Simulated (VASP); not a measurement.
## H2CI2: single point with PBEsol

Crystal: H2CI2.

```xyz
5
Lattice="0.0000 6.3133 2.3474 3.6315 0.0000 2.3474 3.6315 6.3133 0.0000" Properties=species:S:1:pos:R:3 pbc="T T T"
H     4.5429    6.3133    4.0533
H     2.7201    6.3133    4.0533
C     3.6315    6.3133    4.6654
I     3.6315    8.0905    1.1632
I     3.6315    4.5362    1.1632
```

- Program: VASP 6.6.1
- Task: single point
- Functional: PBEsol
- Potentials or basis: VASP PAW PBE potentials, release 64 (H, C, I)
- Cutoff: 600 eV
- k mesh: 6 × 6 × 6
- Occupations: gaussian, width 0.02 eV
- Spin: no spin polarisation

The pressure is 0.0 GPa and the largest force is 0.029 eV/Å. The band gap on the k mesh is 2.66 eV (least direct gap 2.78 eV).

Forces in eV/Å, atoms in the order of the input:
```
H    0.024  0.000 -0.016
H   -0.024  0.000 -0.016
C    0.000  0.000  0.028
I    0.000  0.007  0.003
I    0.000 -0.007  0.003
```

Levels at points of the mesh, in eV from the valence-band top:
```tsv
k point	band 7	band 8	band 9	band 10	band 11	band 12	band 13	band 14
(0.00, 0.00, 0.00)	-1.02	-0.29	-0.14	0.00	3.05	4.76	5.12	5.93
(0.50, 0.00, 0.00)	-1.78	-0.97	-0.67	-0.16	3.52	4.68	5.45	6.71
(0.50, 0.50, 0.00)	-2.30	-1.73	-0.56	-0.52	2.87	3.96	6.77	7.57
(0.50, 0.00, 0.50)	-1.42	-0.44	-0.22	-0.12	2.66	4.36	6.16	6.67
(0.00, 0.50, 0.50)	-1.57	-1.28	-1.05	-0.44	3.30	4.32	6.30	6.72
```

It took 4.7 min on 1 thread of Intel Xeon 8259CL, on a shared host, peak memory 0.39 GiB.

Caveat: this functional lacks dispersion, which holds the molecules together, so the pressure and a relaxed volume are unreliable; the PAW data sets were made with another functional, which shifts forces and pressure a little; spin-orbit coupling is left out, which moves the levels of the heavy elements. A k mesh can miss the band edges.
